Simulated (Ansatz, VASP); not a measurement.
**BaTe in VASP and in Ansatz**

The input POSCAR:

```
BaTe
1.0
    0.0000000000      3.6030345821      3.5127122081
    3.6030345821      0.0000000000      3.5127122081
    3.6030345821      3.6030345821      0.0000000000
Ba Te
1 1
Direct
    0.0000000000      0.0000000000      0.0000000000
    0.5000000000      0.5000000000      0.5000000000
```

File INCAR.step1:

```
ALGO = Normal
EDIFF = 1E-5
ENCUT = 520
GGA = PE
ISIF = 2
ISMEAR = 0
LASPH = T
LCHARG = F
LREAL = F
LWAVE = T
NBANDS = 15
NELM = 100
PREC = Accurate
SIGMA = 0.01
```

INCAR.step2

```
ALGO = Normal
EDIFF = 1E-6
ENCUT = 520
GGA = PE
HFSCREEN = 0.2079
ISIF = 2
ISMEAR = 0
ISTART = 1
LASPH = T
LCHARG = F
LHFCALC = T
LREAL = F
LWAVE = F
NBANDS = 15
NELM = 100
PREC = Accurate
PRECFOCK = Normal
SIGMA = 0.01
```

File KPOINTS:

```
k-points
0
Gamma
  4 4 4
```

Input for Ansatz:

```yaml
crystal:
  lattice:
    - [0.0, 3.6030345821, 3.5127122081]
    - [3.6030345821, 0.0, 3.5127122081]
    - [3.6030345821, 3.6030345821, 0.0]
  atoms:
    - { symbol: Ba, position: [0.0, 0.0, 0.0] }
    - { symbol: Te, position: [0.5, 0.5, 0.5] }
kpoints:
  mp_grid: { grid: [4, 4, 4] }
  band_path:
    path:
      - [0.0, 0.0, 0.0]
      - [0.5, 0.0, 0.5]
      - [0.625, 0.25, 0.625]
      - [0.375, 0.375, 0.75]
      - [0.5, 0.5, 0.5]
      - [0.5, 0.25, 0.75]
      - [0.5, 0.5, 0.0]
    npoints: 1
hamiltonian:
  xc: hse06
scf:
  occupations: { method: fixed }
  n_extra_bands: 4
output:
  forces: true
  stress: true
  eigenvalues: true
```

Change from the starting cell: epitaxial_xy strain +2.0%.

Alike in both runs: task single point; functional HSE06; k mesh 4 × 4 × 4; no spin polarisation.

|  | VASP | Ansatz |
| --- | --- | --- |
| version | VASP 6.6.1 | Ansatz 0.2.0 |
| potentials or method | VASP PAW PBE potentials, release 64 (Ba_sv, Te) | plane waves, PAW |
| plane-wave cutoff (eV) | 520 | 420 |
| occupations | gaussian, width 0.01 eV | fixed |
| valence electrons in the cell | 16 | 26 |

VASP gave:

* gap on the k mesh at the Fermi level (eV): 2.33
* pressure (GPa): -0.9
* traceless stress, the component that is largest in VASP (GPa): 0.91

Problem. Which values does Ansatz return?

Solution. gap on the k mesh at the Fermi level (eV): 2.38; pressure (GPa): -1.1; traceless stress, the component that is largest in VASP (GPa): 0.87.

VASP's potentials hold 16 valence electrons a cell and Ansatz's 26, so a difference there can come from the potentials and not from the codes. Ansatz's warnings: stress exchange threshold loose, stress scf threshold loose.

Neither program's run includes spin-orbit coupling.
